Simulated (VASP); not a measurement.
Input of a VASP 6.6.1 run:

The input POSCAR:

```
AgCl
1.0
    0.0000000000      2.7350000000      2.7350000000
    2.7350000000      0.0000000000      2.7350000000
    2.7350000000      2.7350000000      0.0000000000
Ag Cl
1 1
Direct
    0.0000000000      0.0000000000      0.0000000000
    0.5000000000      0.5000000000      0.5000000000
```

File INCAR.step1:

```
SYSTEM = AgCl
PREC = Accurate
ENCUT = 520
EDIFF = 1E-5
ISMEAR = 0
SIGMA = 0.02
LREAL = .False.
LASPH = .True.
NELM = 60
ALGO = Normal
ISIF = 2
LWAVE = .True.
LCHARG = .False.
MAGMOM = 0 0 0 0 0 0
LORBIT = 11
LSORBIT = .True.
GGA_COMPAT = .False.
LMAXMIX = 4
NBANDS = 30
GGA = PE
KPAR = 4
```

File INCAR.step2:

```
SYSTEM = AgCl
PREC = Accurate
ENCUT = 520
EDIFF = 1E-7
ISMEAR = 0
SIGMA = 0.02
LREAL = .False.
LASPH = .True.
NELM = 60
ALGO = Normal
ISIF = 2
LWAVE = .False.
LCHARG = .False.
MAGMOM = 0 0 0 0 0 0
LORBIT = 11
LSORBIT = .True.
GGA_COMPAT = .False.
LMAXMIX = 4
GGA = PE
LHFCALC = .True.
HFSCREEN = 0.2
PRECFOCK = Fast
NBANDS = 30
ISTART = 1
KPAR = 4
```

File KPOINTS:

```
regular mesh
0
Gamma
  6 6 6
  0 0 0
```

Potentials or basis: VASP PAW PBE potentials, release 64 (Ag, Cl).

Launch:

```sh
$ cat potpaw_PBE.64/Ag/POTCAR potpaw_PBE.64/Cl/POTCAR > POTCAR
$ cp INCAR.step1 INCAR
$ mpirun -np 4 vasp_ncl > vasp.out
$ cp INCAR.step2 INCAR
$ mpirun -np 4 vasp_ncl > vasp.out
```

**Question.** Predict the pressure.

**Answer.** 3.4 GPa.

Caveat: the cell stands under pressure; the PAW data sets were made with another functional, which shifts forces and pressure a little.
